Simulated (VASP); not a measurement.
The system is AlAs.

```
Al As
1.0
     0.00000    2.86381    2.86381
     2.86381    0.00000    2.86381
     2.86381    2.86381    0.00000
Al As
1 1
Direct
  0.00000 0.00000 0.00000
  0.25000 0.25000 0.25000
```

| Quantity | Value |
| --- | --- |
| Program | VASP 6.6.1 |
| Task | relaxation of cell and atoms |
| Functional | PBEsol |
| Potentials or basis | VASP PAW PBE potentials, release 64 (Al, As) |
| Cutoff | 500 eV |
| k mesh | 8 × 8 × 8 |
| Occupations | gaussian, width 0.02 eV |
| Spin | no spin polarisation |

At the start: pressure -1.7 GPa; volume 23.49 Å³/atom.

How do energy, volume and symmetry change on relaxing?

Over 3 steps the energy falls by 3.0 meV/atom and the volume is 22.93 Å³/atom (-2.4 %); space group F-43m (No. 216, to 0.1 Å) before and after.

The path:
| step | energy change (eV) | largest force (eV/Å) | pressure (GPa) | volume (Å³) |
| --- | --- | --- | --- | --- |
| 1 | 0.0000 | 0.0000 | -1.66 | 46.97 |
| 2 | -0.0046 | 0.0000 | 0.83 | 45.34 |
| 3 | -0.0059 | 0.0000 | 0.00 | 45.85 |

Final structure:
```xyz
2
Lattice="0.0000 2.8409 2.8409 2.8409 0.0000 2.8409 2.8409 2.8409 0.0000" Properties=species:S:1:pos:R:3 pbc="T T T"
Al    0.0000    0.0000    0.0000
As    1.4204    1.4204    1.4204
```

Caveat: the PAW data sets were made with another functional, which shifts forces and pressure a little.
